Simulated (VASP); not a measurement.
# Na (I4/mmm) in VASP: a series of runs, part 2 of 2

VASP 6.6.1. Earlier steps stand in the parts before.

## 4. Electric field gradients, PBE (zz strain of +3 %)

INCAR

```
  PREC = Accurate
  ENCUT = 520
  EDIFF = 1E-8
  ISMEAR = -1
  SIGMA = 0.05
  LREAL = F
  LASPH = T
  NELM = 60
  ALGO = Normal
  ISIF = 2
  LWAVE = F
  LCHARG = F
  GGA = PE
  LEFG = T
  NBANDS = 10
```

KPOINTS

```
Automatic mesh
0
Gamma
  12 12 12
```

POSCAR

```
Na
1.0
   -2.1175000000      2.1175000000      2.1810250000
    2.1175000000     -2.1175000000      2.1810250000
    2.1175000000      2.1175000000     -2.1810250000
Na
1
Direct
    0.0000000000      0.0000000000      0.0000000000
```

Potentials or basis: VASP PAW PBE potentials, release 64 (Na_pv).

Command:

```
> cat potpaw_PBE.64/Na_pv/POTCAR > POTCAR
> mpirun -np 1 vasp_std > vasp.out
```

OUTCAR:

```text
PREC = Accurate
   ENCUT = 520
   EDIFF = 1E-8
   ISMEAR = -1
   LREAL = F
   LASPH = T
   NELM = 60
   ISIF = 2
   GGA = PE

 ion  position               nearest neighbor table
   1  0.000  0.000  0.000-

  LATTYP: Found a body centered tetragonal cell.
 ALAT       =     4.2350000000
 C/A-ratio  =     1.0300000000

  Lattice vectors:

 A1 = (  -2.1175000000,   2.1175000000,   2.1810250000)
 A2 = (   2.1175000000,  -2.1175000000,   2.1810250000)
 A3 = (   2.1175000000,   2.1175000000,  -2.1810250000)

[... 515 lines left out ...]
    total drift:                               -0.000000     -0.000000     -0.000000

  FREE ENERGIE OF THE ION-ELECTRON SYSTEM (eV)
  ---------------------------------------------------
  free  energy   TOTEN  =        -1.3087751938 eV

  energy  without entropy=       -1.3035757571  energy(sigma->0) =       -1.30617548

 Electric field gradients (V/A^2)
---------------------------------------------------------------------
 ion       V_xx      V_yy      V_zz      V_xy      V_xz      V_yz
---------------------------------------------------------------------
   1       0.040     0.040    -0.080    -0.002    -0.002    -0.002
---------------------------------------------------------------------

 Electric field gradients after diagonalization (V/A^2)
 (convention: |V_zz| > |V_xx| > |V_yy|)
----------------------------------------------------------------------
 ion       V_xx      V_yy      V_zz     asymmetry (V_yy - V_xx)/ V_zz
----------------------------------------------------------------------
   1       0.042     0.038    -0.080       0.042
----------------------------------------------------------------------

           NMR quadrupolar parameters

 Cq : quadrupolar parameter    Cq=e*Q*V_zz/h
 eta: asymmetry parameters     (V_yy - V_xx)/ V_zz
 Q  : nuclear electric quadrupole moment in mb (millibarn)
----------------------------------------------------------------------
 ion       Cq(MHz)       eta       Q (mb)
----------------------------------------------------------------------
   1      -0.000       0.042       1.000
----------------------------------------------------------------------
```

OSZICAR:

```text
N       E                     dE             d eps       ncg     rms          rms(c)
DAV:   1     0.265526695219E+02    0.26553E+02   -0.37408E+03  3272   0.567E+02
DAV:   2    -0.721709778152E+00   -0.27274E+02   -0.27140E+02  3330   0.143E+02
DAV:   3    -0.130458505275E+01   -0.58288E+00   -0.58229E+00  4014   0.230E+01
DAV:   4    -0.130917260436E+01   -0.45876E-02   -0.45871E-02  3830   0.198E+00
DAV:   5    -0.130923912194E+01   -0.66518E-04   -0.66517E-04  3712   0.235E-01    0.202E-01
DAV:   6    -0.130896916245E+01    0.26996E-03   -0.48501E-04  3788   0.263E-01    0.137E-01
DAV:   7    -0.130878266953E+01    0.18649E-03   -0.10056E-03  3670   0.315E-01    0.157E-02
DAV:   8    -0.130877474635E+01    0.79232E-05   -0.47075E-05  4020   0.112E-01    0.238E-03
DAV:   9    -0.130877512468E+01   -0.37833E-06   -0.24462E-07  3696   0.508E-03    0.108E-03
DAV:  10    -0.130877520352E+01   -0.78841E-07   -0.55044E-08  3688   0.198E-03    0.135E-04
DAV:  11    -0.130877519375E+01    0.97715E-08   -0.11694E-09  2280   0.328E-04
   1 F= -.13087752E+01 E0= -.13061755E+01  d E =-.519944E-02
```

Wall time 27 s (1 thread of Intel Xeon Platinum 8375C at 2.90GHz (Ice Lake), shared host); peak memory 0.18 GiB.

Results:

```
Free energy : -1.3088 eV
Pressure    : -0.4 GPa
```

Caveat: the cell differs from its parent crystal (zz strain of +3 %); without QUAD_EFG the Cq values of the log hold for a quadrupole moment of 1 mb, not for the nuclei.

## 5. Electric field gradients, PBE (zz strain of +3 %)

INCAR

```
SYSTEM = Na
PREC = Accurate
ENCUT = 520
EDIFF = 1E-8
ISMEAR = -1
SIGMA = 0.05
LREAL = .False.
LASPH = .True.
NELM = 80
ALGO = Normal
ISIF = 2
LWAVE = .False.
LCHARG = .False.
GGA = PE
LEFG = .True.
NBANDS = 10
```

KPOINTS

```
regular mesh
0
Gamma
  12 12 12
  0 0 0
```

POSCAR is that of step 4.

Potentials or basis: VASP PAW PBE potentials, release 64 (Na_pv).

Command:

```
> cat potpaw_PBE.64/Na_pv/POTCAR > POTCAR
> mpirun -np 1 vasp_std > vasp.out
```

OUTCAR:

```text
SYSTEM = Na
   PREC = Accurate
   ENCUT = 520
   EDIFF = 1E-8
   ISMEAR = -1
   LREAL = .False.
   LASPH = .True.
   NELM = 80
   ISIF = 2
   GGA = PE

 ion  position               nearest neighbor table
   1  0.000  0.000  0.000-

  LATTYP: Found a body centered tetragonal cell.
 ALAT       =     4.2350000000
 C/A-ratio  =     1.0300000000

  Lattice vectors:

 A1 = (  -2.1175000000,   2.1175000000,   2.1810250000)
 A2 = (   2.1175000000,  -2.1175000000,   2.1810250000)
 A3 = (   2.1175000000,   2.1175000000,  -2.1810250000)

Analysis of symmetry for initial positions (statically):
[... 514 lines left out ...]
    total drift:                               -0.000000     -0.000000     -0.000000

  FREE ENERGIE OF THE ION-ELECTRON SYSTEM (eV)
  ---------------------------------------------------
  free  energy   TOTEN  =        -1.3087751938 eV

  energy  without entropy=       -1.3035757571  energy(sigma->0) =       -1.30617548

 Electric field gradients (V/A^2)
---------------------------------------------------------------------
 ion       V_xx      V_yy      V_zz      V_xy      V_xz      V_yz
---------------------------------------------------------------------
   1       0.040     0.040    -0.080    -0.002    -0.002    -0.002
---------------------------------------------------------------------

 Electric field gradients after diagonalization (V/A^2)
 (convention: |V_zz| > |V_xx| > |V_yy|)
----------------------------------------------------------------------
 ion       V_xx      V_yy      V_zz     asymmetry (V_yy - V_xx)/ V_zz
----------------------------------------------------------------------
   1       0.042     0.038    -0.080       0.042
----------------------------------------------------------------------

           NMR quadrupolar parameters

 Cq : quadrupolar parameter    Cq=e*Q*V_zz/h
 eta: asymmetry parameters     (V_yy - V_xx)/ V_zz
 Q  : nuclear electric quadrupole moment in mb (millibarn)
----------------------------------------------------------------------
 ion       Cq(MHz)       eta       Q (mb)
----------------------------------------------------------------------
   1      -0.000       0.042       1.000
----------------------------------------------------------------------
```

stdout:

```text
POSCAR found type information on POSCAR Na
 POSCAR found :  1 types and       1 ions
 scaLAPACK will be used
 LDA part: xc-table for (Slater+PW92), standard interpolation
 POSCAR, INCAR and KPOINTS ok, starting setup
 FFT: planning ... GRIDC
 FFT: planning ... GRID_SOFT
 FFT: planning ... GRID
 WAVECAR not read
 entering main loop
ion   1
```

Run time: 28 s. Hardware: 1 thread of Intel Xeon Platinum 8375C at 2.90GHz (Ice Lake), shared host; peak memory 0.18 GiB.

What came out:

```yaml
Free_energy: -1.3088 eV
Pressure: -0.4 GPa
```

Levels at points of the mesh, in eV from the Fermi level:
```
           k point  band 1  band 2  band 3  band 4  band 5  band 6  band 7
(0.00, 0.00, 0.00)  -24.92  -24.92  -24.92   -3.14   11.28   11.28   11.71
(0.50, 0.00, 0.00)  -24.95  -24.93  -24.92    0.74    1.15    8.14    8.95
(0.50, 0.50, 0.00)  -24.95  -24.93  -24.92    0.84    1.28    7.78    8.59
(0.50, 0.50, 0.50)  -24.94  -24.94  -24.94    4.33    4.43    4.58    4.91
```

Caveat: the cell differs from its parent crystal (zz strain of +3 %); without QUAD_EFG the Cq values of the log hold for a quadrupole moment of 1 mb, not for the nuclei.

## 6. Overview

```csv
cell,gap on the mesh (eV),pressure (GPa)
"a = 3.595 Å, angles 110.3, 110.3, 107.8°, 1 atom",none,0.3
"a = 3.680 Å, angles 109.7, 109.7, 108.9°, 1 atom",none,-0.3
"a = 3.705 Å, angles 110.3, 110.3, 107.9°, 1 atom",none,-0.4
```

Alike in all rows: task electric field gradients; level PBE; potentials or basis VASP PAW PBE potentials, release 64 (Na_pv); no spin polarisation; k mesh 12 × 12 × 12; cutoff (eV) 520; smearing fermi-dirac 0.05 eV.

Absolute energies hang on the potentials; compare differences alone.
